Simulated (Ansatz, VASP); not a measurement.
Two plane-wave programs on Ir

```xyz
1
Lattice="0.0000 1.9061 1.9061 1.9061 0.0000 1.9061 1.9061 1.9061 0.0000" Properties=species:S:1:pos:R:3 pbc="T T T"
Ir    0.0000    0.0000    0.0000
```

Alike in both runs: task single point; functional LDA; k mesh 14 × 14 × 14; occupations gaussian, width 0.3 eV; no spin polarisation.

|  | VASP | Ansatz |
| --- | --- | --- |
| version | VASP 6.6.1 | Ansatz 0.2.0 |
| potentials or method | VASP PAW LDA potentials, release 64 (Ir_sv_GW), cutoff 560 eV | plane waves (420 eV) with PAW, scalar-relativistic |
| valence electrons in the cell | 17 | 17 |

Ansatz gave:

- pressure (GPa): 0.1

Problem. Estimate VASP's values.

Solution. Pressure (GPa): -0.2.

Ansatz warns that its potentials were made for another functional, while VASP's fit it. LDA's correlation is that of Perdew and Zunger in VASP and of Perdew and Wang (1992) in Ansatz.

Neither program's run includes spin-orbit coupling.
